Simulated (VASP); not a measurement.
# K (Pm-3m) in VASP: notebook

Runs on K. Level: revPBE. Tasks: single point.

Program: VASP 6.6.1. These are calculated values, not measurements. Logs are shortened: lines on timing, memory, paths and dates and some standing lists are left out, and cuts for length are marked.

### 1 The cell of the first run

It takes space group Pm-3m (No. 221, cubic). Conventional cell: a = 4.224 Å, b = 4.224 Å, c = 4.224 Å, α = 90.00°, β = 90.00°, γ = 90.00°. Within 5.5 Å of K (site symmetry m-3m) lie 6 K at 4.22 Å.

This isn't the form of K at room conditions, which is bcc.

### 2 Single point, revPBE (75.39 Å³/atom)

INCAR

```
SYSTEM = K
PREC     = Accurate       ! precision mode
ENCUT    = 520            ! plane-wave cutoff, eV
EDIFF    = 1E-7           ! SCF threshold, eV
ISMEAR   = -1             ! smearing method
SIGMA    = 0.1            ! smearing width, eV
LREAL    = .False.        ! projectors in reciprocal space
LASPH    = .True.         ! aspherical terms in the spheres
NELM     = 80             ! most SCF steps
ALGO     = Normal         ! electronic algorithm
ISIF     = 2              ! what is computed and relaxed
LWAVE    = .False.        ! write WAVECAR
LCHARG   = .True.         ! write CHGCAR
GGA      = RE             ! functional
LELF     = .True.         ! ELF
LVHAR    = .True.       
NBANDS   = 10             ! bands
```

KPOINTS

```
Automatic mesh
0
Gamma
  8 8 8
  0 0 0
```

POSCAR

```
K
1.0
    4.2244175930      0.0000000000      0.0000000000
    0.0000000000      4.2244175930      0.0000000000
    0.0000000000      0.0000000000      4.2244175930
K
1
Direct
    0.0000000000      0.0000000000      0.0000000000
```

Potentials or basis: VASP PAW PBE potentials, release 64 (K_sv).

Run with:

```sh
cat potpaw_PBE.64/K_sv/POTCAR > POTCAR
mpirun -np 1 vasp_std > vasp.out
```

OUTCAR:

```text
SYSTEM = K
   PREC = Accurate
   ENCUT = 520
   EDIFF = 1E-7
   ISMEAR = -1
   LREAL = .False.
   LASPH = .True.
   NELM = 80
   ISIF = 2
   GGA = RE

 ion  position               nearest neighbor table
   1  0.000  0.000  0.000-

  LATTYP: Found a simple cubic cell.
 ALAT       =     4.2244175930

  Lattice vectors:

 A1 = (   4.2244175930,   0.0000000000,   0.0000000000)
 A2 = (   0.0000000000,   4.2244175930,   0.0000000000)
 A3 = (   0.0000000000,   0.0000000000,   4.2244175930)

Analysis of symmetry for initial positions (statically):
=====================================================================
 Subroutine PRICEL returns:
 Original cell was already a primitive cell.

 Routine SETGRP: Setting up the symmetry group for a
 simple cubic supercell.

 Subroutine GETGRP returns: Found 48 space group operations
 (whereof 48 operations were pure point group operations)
 out of a pool of 48 trial point group operations.

The static configuration has the point symmetry O_h .

Analysis of symmetry for dynamics (positions and initial velocities):
=====================================================================
 Subroutine PRICEL returns:
 Original cell was already a primitive cell.

 Routine SETGRP: Setting up the symmetry group for a
 simple cubic supercell.

 Subroutine GETGRP returns: Found 48 space group operations
 (whereof 48 operations were pure point group operations)
 out of a pool of 48 trial point group operations.

The dynamic configuration has the point symmetry O_h .

 Subroutine INISYM returns: Found 48 space group operations
 (whereof 48 operations are pure point group operations),
 and found     1 'primitive' translations

----------------------------------------------------------------------------------------

                                     Primitive cell

  volume of cell :      75.3877

  direct lattice vectors                    reciprocal lattice vectors
     4.224417593  0.000000000  0.000000000     0.236719022  0.000000000  0.000000000
     0.000000000  4.224417593  0.000000000     0.000000000  0.236719022  0.000000000
     0.000000000  0.000000000  4.224417593     0.000000000  0.000000000  0.236719022

  length of vectors
     4.224417593  4.224417593  4.224417593     0.236719022  0.236719022  0.236719022

  position of ions in fractional coordinates (direct lattice)
     0.000000000  0.000000000  0.000000000

  ion indices of the primitive-cell ions
   primitive index   ion index
                 1           1

----------------------------------------------------------------------------------------

 KPOINTS: Automatic mesh

Automatic generation of k-mesh.
 Grid dimensions read from file:
 generate k-points for:    8    8    8

 Generating k-lattice:

  Cartesian coordinates                     Fractional coordinates (reciprocal lattice)
     0.029589878  0.000000000  0.000000000     0.125000000  0.000000000  0.000000000
     0.000000000  0.029589878  0.000000000     0.000000000  0.125000000  0.000000000
     0.000000000  0.000000000  0.029589878     0.000000000  0.000000000  0.125000000

  Length of vectors
     0.029589878  0.029589878  0.029589878

  Shift w.r.t. Gamma in fractional coordinates (k-lattice)
     0.000000000  0.000000000  0.000000000

 Subroutine IBZKPT returns following result:
 ===========================================

 Found     35 irreducible k-points:

 Following reciprocal coordinates:
            Coordinates               Weight
  0.000000  0.000000  0.000000      1.000000
  0.125000  0.000000  0.000000      6.000000
  0.250000  0.000000  0.000000      6.000000
  0.375000  0.000000  0.000000      6.000000
  0.500000  0.000000  0.000000      3.000000
  0.125000  0.125000  0.000000     12.000000
[... 16 lines left out ...]
  0.375000  0.375000  0.125000     24.000000
  0.500000  0.375000  0.125000     24.000000
 [... further k-points ...]
   k-points           NKPTS =     35   k-points in BZ     NKDIM =     35   number of bands    NBANDS=     10
   number of dos      NEDOS =    301   number of ions     NIONS =      1
   total plane-waves  NPLWV =  32768
   dimension x,y,z NGX =    32 NGY =   32 NGZ =   32
   dimension x,y,z NGXF=    64 NGYF=   64 NGZF=   64
   ions per type =               1
   NGX,Y,Z   is equivalent  to a cutoff of  12.59, 12.59, 12.59 a.u.
   NGXF,Y,Z  is equivalent  to a cutoff of  25.19, 25.19, 25.19 a.u.
 SYSTEM =  K
   PREC   = accura    normal or accurate (medium, high low for compatibility)
   ISTART =      0    job   : 0-new  1-cont  2-samecut
   ICHARG =      2    charge: 1-file 2-atom 10-const
   ISPIN  =      1    spin polarized calculation?
   LNONCOLLINEAR =      F non collinear calculations
   LSORBIT =      F    spin-orbit coupling
   LASPH  =      T    aspherical Exc in radial PAW
   ENCUT  =  520.0 eV  38.22 Ry    6.18 a.u.   7.85  7.85  7.85*2*pi/ulx,y,z
   NELM   =     80;   NELMIN=  2; NELMDL= -5     # of ELM steps
   EDIFF  = 0.1E-06   stopping-criterion for ELM
   LREAL  =      F    real-space projection
   EDIFFG = 0.1E-05   stopping-criterion for IOM
   NSW    =      0    number of steps for IOM
   IBRION =     -1    ionic relax: 0-MD 1-quasi-New 2-CG
   NFREE  =      0    steps in history (QN), initial steepest desc. (CG)
   ISIF   =      2    stress and relaxation
   ISYM   =      2    0-nonsym 1-usesym 2-fastsym
   POTIM  = 0.5000    time-step for ionic-motion
   TEBEG  =    0.0;   TEEND  =   0.0 temperature during run
   PSTRESS=    0.0 pullay stress
   NELECT =       9.0000    total number of electrons
   NUPDOWN=      -1.0000    fix difference up-down
   EMIN   =  10.00;   EMAX   =-10.00  energy-range for DOS
   EFERMI =   0.00;   METHOD = LEGACY
   ISMEAR =    -1;   SIGMA  =   0.10  broadening in eV -4-tet -1-fermi 0-gaus
   EFERMI_NEDOS =   21; number of points for ismear=-14 and -15
   IALGO  =     38    algorithm
   IMIX   =      4    mixing-type and parameters
     AMIX     =   0.40;   BMIX     =  1.00
     AMIX_MAG =   1.60;   BMIX_MAG =  1.00
  volume/ion in A,a.u.               =      75.39       508.74
  Fermi-wavevector in a.u.,A,eV,Ry     =   0.806100  1.523308  8.841024  0.649797
  Thomas-Fermi vector in A             =   1.914469
   LORBIT       =      0    0 simple, 1 ext, 2 COOP (PROOUT), +10 PAW based schemes
   GGA     = RE    functional components
   LHFCALC =     F    Hartree Fock is set to
   AEXX    =    0.0000 exact exchange contribution
   IVDW    =     0    specifies the selected vdW correction
   LEPSILON=     F    determine dielectric tensor
   LRPA    =     F    only Hartree local field effects (RPA)
 non-spin polarized calculation
  energy-cutoff  :      520.00
  volume of cell :       75.39
 maximum number of plane-waves:      2048
 NGX is ok and might be reduce to    32
   NGX = 15   NGY = 15   NGZ = 15

 number of electron       8.9999997 magnetization

 Free energy of the ion-electron system (eV)
  ---------------------------------------------------
  ext. energy  EPLUGINS =         0.00000000
  ---------------------------------------------------
  free energy    TOTEN  =        -0.84740000 eV

  energy without entropy =       -0.82456194  energy(sigma->0) =       -0.83598097

 E-fermi :  -0.0165     XC(G=0):  -5.4687

 val. band max:       -0.0182066569   @ k =   0.5000   0.0000   0.0000
 cond. band min:       0.1078906000   @ k =   0.5000   0.0000   0.0000
 fundamental gap:      0.1260972569
 Fermi energy:        -0.0165180770

 k-point     1 :       0.0000    0.0000    0.0000
  band No.  band energies     occupation
      1     -32.4669      2.00000
      2     -15.8706      2.00000
      3     -15.8706      2.00000
      4     -15.8706      2.00000
      5      -2.1538      2.00000
      6       2.9078      0.00000
      7       2.9078      0.00000
      8       6.2592      0.00000
      9       6.2595      0.00000
     10       6.2650      0.00000

 k-point     2 :       0.1250    0.0000    0.0000
  band No.  band energies     occupation
      1     -32.4661      2.00000
      2     -15.8852      2.00000
      3     -15.8694      2.00000
      4     -15.8694      2.00000
      5      -2.0033      2.00000
      6       2.7529      0.00000
      7       2.9834      0.00000
      8       5.7116      0.00000
      9       5.7117      0.00000
     10       6.0324      0.00000

 k-point     3 :       0.2500    0.0000    0.0000
  band No.  band energies     occupation
      1     -32.4643      2.00000
      2     -15.9203      2.00000
      3     -15.8664      2.00000
      4     -15.8664      2.00000
      5      -1.5637      2.00000
      6       2.1131      0.00000
      7       3.1859      0.00000
      8       5.1761      0.00000
      9       5.1761      0.00000
     10       5.8390      0.00000

 k-point     4 :       0.3750    0.0000    0.0000
  band No.  band energies     occupation
      1     -32.4624      2.00000
      2     -15.9549      2.00000
      3     -15.8634      2.00000
      4     -15.8634      2.00000
      5      -0.8670      1.99960
      6       1.0955      0.00003
      7       3.4277      0.00000
      8       4.8291      0.00000
      9       4.8291      0.00000
     10       6.3747      0.00000

 k-point     5 :       0.5000    0.0000    0.0000
  band No.  band energies     occupation
      1     -32.4617      2.00000
      2     -15.9692      2.00000
      3     -15.8622      2.00000
      4     -15.8622      2.00000
      5      -0.0182      1.00844
      6       0.1079      0.44745
      7       3.5448      0.00000
      8       4.7094      0.00000
      9       4.7094      0.00000
     10       6.4083      0.00000

 k-point     6 :       0.1250    0.1250    0.0000
  band No.  band energies     occupation
      1     -32.4654      2.00000
      2     -15.8846      2.00000
      3     -15.8833      2.00000
      4     -15.8682      2.00000
      5      -1.8543      2.00000
      6       2.7738      0.00000
      7       2.9181      0.00000
      8       5.0659      0.00000
      9       5.5922      0.00000
     10       6.0663      0.00000
[... 183 lines left out ...]
 k-point    21 :       0.3750    0.2500    0.1250
  band No.  band energies     occupation
      1     -32.4591      2.00000
      2     -15.9473      2.00000
      3     -15.9098      2.00000
      4     -15.8731      2.00000
      5      -0.2128      1.75369
      6       1.6420      0.00000
      7       2.9983      0.00000
      8       4.0047      0.00000
      9       4.5980      0.00000
     10       5.2304      0.00000

 k-point    22 :       0.5000    0.2500    0.1250
  band No.  band energies     occupation
      1     -32.4584      2.00000
      2     -15.9611      2.00000
      3     -15.9083      2.00000
      4     -15.8718      2.00000
      5       0.5193      0.00937
      6       0.7742      0.00074
      7       3.3807      0.00000
      8       3.6160      0.00000
      9       4.7468      0.00000
     10       5.2030      0.00000

 k-point    23 :       0.3750    0.3750    0.1250
  band No.  band energies     occupation
      1     -32.4573      2.00000
      2     -15.9437      2.00000
      3     -15.9424      2.00000
      4     -15.8701      2.00000
      5       0.3656      0.04287
      6       1.9828      0.00000
      7       2.3190      0.00000
      8       3.5910      0.00000
      9       4.7647      0.00000
     10       5.0934      0.00000

 k-point    24 :       0.5000    0.3750    0.1250
  band No.  band energies     occupation
      1     -32.4566      2.00000
      2     -15.9567      2.00000
      3     -15.9413      2.00000
      4     -15.8688      2.00000
      5       0.8854      0.00024
      6       1.4751      0.00000
      7       2.6249      0.00000
      8       3.1503      0.00000
      9       4.9463      0.00000
     10       5.0343      0.00000

 [... further k-points ...]

------------------------ aborting loop because EDIFF is reached ----------------------------------------

  FORCE on cell =-STRESS in cart. coord.  units (eV):
  Direction    XX          YY          ZZ          XY          YZ          ZX
  --------------------------------------------------------------------------------------
  -------------------------------------------------------------------------------------
  Total        0.1791433      0.1791433      0.1791433     -0.0000000     -0.0000000     -0.0000000
  in kB        3.8072426      3.8072426      3.8072426     -0.0000000     -0.0000000     -0.0000000
  external PRESSURE =       3.8072426 kB  Pullay stress =       0.0000000 kB

 VOLUME and BASIS-vectors are now :
 -----------------------------------------------------------------------------
  energy-cutoff  :      520.00
  volume of cell :       75.39
      direct lattice vectors                 reciprocal lattice vectors
     4.224417593  0.000000000  0.000000000     0.236719022  0.000000000  0.000000000
     0.000000000  4.224417593  0.000000000     0.000000000  0.236719022  0.000000000
     0.000000000  0.000000000  4.224417593     0.000000000  0.000000000  0.236719022

 POSITION                                       TOTAL-FORCE (eV/Angst)
 -----------------------------------------------------------------------------------
      0.00000      0.00000      0.00000         0.000000      0.000000      0.000000
 -----------------------------------------------------------------------------------
    total drift:                                0.000000      0.000000      0.000000

  FREE ENERGIE OF THE ION-ELECTRON SYSTEM (eV)
  ---------------------------------------------------
  free  energy   TOTEN  =        -0.8473999981 eV

  energy  without entropy=       -0.8245619386  energy(sigma->0) =       -0.83598097
```

Wall time 28 s (1 thread of Intel Xeon 8259CL, shared host); peak memory 0.18 GiB.

What came out:

| Property | Result |
| --- | --- |
| Free energy | -0.8474 eV |
| Pressure | 0.4 GPa |
| Band gap on the k mesh | zero (an odd number of electrons rules out a gap without spin polarisation) |

Levels at points of the mesh, in eV from the Fermi level:
| k point | band 1 | band 2 | band 3 | band 4 | band 5 | band 6 | band 7 | band 8 | band 9 |
| --- | --- | --- | --- | --- | --- | --- | --- | --- | --- |
| (0.00, 0.00, 0.00) | -32.45 | -15.85 | -15.85 | -15.85 | -2.14 | 2.92 | 2.92 | 6.28 | 6.28 |
| (0.50, 0.00, 0.00) | -32.45 | -15.95 | -15.85 | -15.85 | 0.00 | 0.12 | 3.56 | 4.73 | 4.73 |
| (0.50, 0.50, 0.00) | -32.44 | -15.94 | -15.94 | -15.84 | 1.05 | 2.22 | 2.23 | 2.23 | 5.18 |
| (0.50, 0.50, 0.50) | -32.43 | -15.93 | -15.93 | -15.93 | 2.27 | 2.27 | 2.27 | 4.22 | 4.55 |

Caveat: the PAW data sets were made with another functional, which shifts forces and pressure a little.

[end of part 1 of 2]
